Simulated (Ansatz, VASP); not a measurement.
**AlN: VASP beside Ansatz**

```
CELL_PARAMETERS angstrom
3.10662 0.00000 0.00000
-1.55331 2.69041 0.00000
0.00000 0.00000 4.97854
ATOMIC_POSITIONS crystal
Al 0.33333 0.66667 0.00011
Al 0.66667 0.33333 0.50011
N 0.33333 0.66667 0.38169
N 0.66667 0.33333 0.88169
```

Alike in both runs: functional r2SCAN; k mesh 10 × 10 × 6; no spin polarisation.

Ansatz relaxed the structure, and its values are those at the end. VASP's run is a single point on that final structure, the one shown.

|  | VASP | Ansatz |
| --- | --- | --- |
| version | VASP 6.6.1 | Ansatz 0.2.0 |
| potentials or method | VASP PAW PBE potentials, release 64 (Al, N), cutoff 520 eV | scalar-relativistic, plane waves, PAW |
| occupations | gaussian, width 0.01 eV | fixed |
| valence electrons in the cell | 16 | 16 |

```tsv
	VASP	Ansatz	Ansatz less VASP
gap on the k mesh at the Fermi level (eV)	4.92	4.88	-0.041
least direct gap on the mesh (eV)	4.92	4.88	-0.041
pressure (GPa)	-0.4	0.0	+0.38
```

VASP's potentials were made for PBE, not for r2SCAN.
